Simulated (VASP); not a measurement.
A run of VASP 6.6.1:

INCAR

```
SYSTEM = Zn5BiO
PREC = Accurate
ENCUT = 520
EDIFF = 1E-6
ISMEAR = 0
SIGMA = 0.2
LREAL = .FALSE.
LASPH = .TRUE.
NELM = 100
ALGO = Normal
ISIF = 2
LWAVE = .FALSE.
LCHARG = .FALSE.
GGA = PE
NBANDS = 50
```

File KPOINTS:

```
regular mesh
0
G
  6 6 2
  0 0 0
```

POSCAR

```
Zn5BiO
1.0
    3.2435063216      0.1162106711      0.1509467427
   -1.5184826948      2.8401796963     -0.1248487671
    0.6512901066     -0.2303149054     13.2245926891
Zn Bi O
5 1 1
Direct
    0.2821813420      0.7539707171      0.4697244613
    0.7374703976      0.2770136634      0.6644877597
    0.0247288941      0.0996827256      0.3251130853
    0.7281118831      0.4209433700      0.1838730082
    0.0697296437      1.0011286688      0.8055450755
    0.4235257797      0.7056069806      0.9933865803
   -0.2657479402     -0.2583461257      0.5678700296
```

Potentials or basis: VASP PAW PBE potentials, release 64 (Zn, Bi_d, O).

Command:

```bash
$ cat potpaw_PBE.64/Zn/POTCAR potpaw_PBE.64/Bi_d/POTCAR potpaw_PBE.64/O/POTCAR > POTCAR
$ mpirun -np 1 vasp_std > vasp.out
```

Hardware: 1 thread of Intel(R) Xeon(R) 6975P-C (Granite Rapids) (shared host).

Estimate the wall time of this run.

It took 2.3 min on 1 thread of Intel(R) Xeon(R) 6975P-C (Granite Rapids), on a shared host, peak memory 0.35 GiB. Counts: scf iterations 17, k points 40.
